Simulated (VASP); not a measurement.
A run of VASP 6.6.1 is set up as follows.

File INCAR:

```
SYSTEM = V
PREC = Accurate
ENCUT = 520
EDIFF = 1E-6
ISMEAR = -1
SIGMA = 0.05
LREAL = .FALSE.
LASPH = .TRUE.
NELM = 150
ALGO = Normal
ISIF = 2
LWAVE = .FALSE.
LCHARG = .FALSE.
ISPIN = 2
MAGMOM = 1 1 1 1
LORBIT = 11
LMAXMIX = 4
GGA = PE
NBANDS = 38
```

File KPOINTS:

```
regular mesh
0
G
  13 13 4
  0 0 0
```

POSCAR

```
V
1.0
    2.6295519404      0.0000000000      0.0000000000
   -1.3147759702      2.2772587810      0.0000000000
    0.0000000000      0.0000000000      9.2496959494
V
4
Direct
    0.0000000000      0.0000000000      0.0000000000
    0.0000000000      0.0000000000      0.5000000000
    0.3333333333      0.6666666667      0.2500000000
    0.6666666667      0.3333333333      0.7500000000
```

Potentials or basis: VASP PAW PBE potentials, release 64 (V_sv).

The run is started by

```bash
$ cat potpaw_PBE.64/V_sv/POTCAR > POTCAR
$ mpirun -np 1 vasp_std > vasp.out
```

(1) Predict the pressure.

(2) Predict the net moment.

(3) What does it give for the band gap on the k mesh?

Answers

(1) 0.2 GPa.

(2) 0.00 μB per cell.

(3) zero (filled and empty bands overlap).
